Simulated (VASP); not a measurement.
Input of a VASP 6.6.1 run:

INCAR

```
PREC = Accurate
ENCUT = 520
EDIFF = 1E-7
ISMEAR = 0
SIGMA = 0.01
LREAL = False
LASPH = True
NELM = 60
ALGO = Normal
ISIF = 2
LWAVE = False
LCHARG = False
NBANDS = 15
```

The input KPOINTS:

```
regular mesh
0
Gamma
  8 8 8
```

POSCAR

```
CaO
1.0
    0.0000000000      2.3019539926      2.3019539926
    2.3019539926      0.0000000000      2.3019539926
    2.3019539926      2.3019539926      0.0000000000
Ca O
1 1
Direct
    0.0000000000      0.0000000000      0.0000000000
    0.5000000000      0.5000000000      0.5000000000
```

Potentials or basis: VASP PAW LDA potentials, release 64 (Ca_sv, O).

Launch:

```console
$ cat potpaw_LDA.64/Ca_sv/POTCAR potpaw_LDA.64/O/POTCAR > POTCAR
$ mpirun -np 1 vasp_std > vasp.out
```

Predict the band gap on the k mesh.

3.35 eV (least direct gap 3.68 eV).

Predict the pressure.

11.3 GPa.

Caveat: the cell stands under pressure. A k mesh can miss the band edges.
